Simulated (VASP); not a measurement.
## Se: relaxation of cell and atoms with r2SCAN

Se:

```
Se
1.0
     4.36620    0.00000    0.00000
    -2.18310    3.78124    0.00000
     0.00000    0.00000    4.95360
Se
3
Direct
  0.22540 0.00000 0.33333
  0.00000 0.22540 0.66667
  0.77460 0.77460 0.00000
```

```yaml
Program: VASP 6.6.1
Task: relaxation of cell and atoms
Functional: r2SCAN
Potentials_or_basis: VASP PAW PBE potentials, release 64 (Se)
Cutoff: 600 eV
k_mesh: 9 × 9 × 6
Occupations: gaussian, width 0.02 eV
Spin: no spin polarisation
Dipole_correction: no
Further_INCAR_settings: ALGO = Normal; EDIFF = 1e-06; IBRION = 2; EDIFFG = -0.005; NSW = 100; ISIF = 3
```

```
Relaxed volume                        : 29.21 Å³/atom
Relaxed cell                          : a = 4.502 Å, b = 4.502 Å, c = 4.992 Å, α = 90.00°, β = 90.00°, γ = 120.00°
Space group after relaxing (to 0.1 Å) : P3_121 (No. 152)
Energy gained by relaxing             : 5.2 meV/atom
Ionic steps                           : 12
Pressure after relaxing               : 0.0 GPa
Largest force after relaxing          : 0.005 eV/Å
Band gap on the k mesh                : 1.33 eV (least direct gap 1.57 eV)
```

Forces in eV/Å, atoms in the order of the input:
```
Se   0.005  0.000  0.000
Se  -0.002  0.004  0.000
Se  -0.002 -0.004  0.000
```

The path:
| step | energy change (eV) | largest force (eV/Å) | pressure (GPa) | volume (Å³) |
| --- | --- | --- | --- | --- |
| 1 | 0.0000 | 0.0561 | 1.31 | 81.78 |
| 2 | -0.0029 | 0.2998 | -0.80 | 84.45 |
| 3 | -0.0067 | 0.1517 | 0.07 | 83.29 |
| 4 | -0.0094 | 0.1071 | 0.07 | 83.76 |
| 5 | -0.0119 | 0.0074 | 0.10 | 84.90 |
| 6 | -0.0131 | 0.0022 | 0.03 | 85.45 |
| 7 | -0.0151 | 0.0302 | -0.17 | 87.12 |
| 8 | -0.0152 | 0.0392 | -0.23 | 87.66 |
| 9 | -0.0151 | 0.0679 | 0.27 | 87.59 |
| 10 | -0.0155 | 0.0113 | 0.00 | 87.63 |
| 11 | -0.0155 | 0.0092 | 0.00 | 87.63 |
| 12 | -0.0156 | 0.0050 | -0.01 | 87.62 |

Final structure:
```xyz
3
Lattice="4.5018 0.0000 0.0000 -2.2509 3.8987 0.0000 0.0000 0.0000 4.9922" Properties=species:S:1:pos:R:3 pbc="T T T"
Se    0.9780    0.0000    1.6641
Se    4.0128    0.8469    3.3281
Se    1.7619    3.0517    0.0000
```

Levels at points of the mesh, in eV from the valence-band top:
| k point | band 6 | band 7 | band 8 | band 9 | band 10 | band 11 | band 12 | band 13 |
| --- | --- | --- | --- | --- | --- | --- | --- | --- |
| (0.00, 0.00, 0.00) | -3.64 | -2.05 | -2.05 | -0.38 | 2.26 | 2.26 | 2.59 | 6.48 |
| (0.00, 0.00, 0.50) | -3.46 | -1.43 | -1.43 | -1.07 | 1.56 | 1.66 | 1.66 | 7.01 |

It took 20 min on 1 thread of Intel(R) Xeon(R) Platinum 8488C (Sapphire Rapids), on a shared host, peak memory 0.28 GiB.

Caveat: the PAW data sets were made with another functional, which shifts forces and pressure a little. A k mesh can miss the band edges.
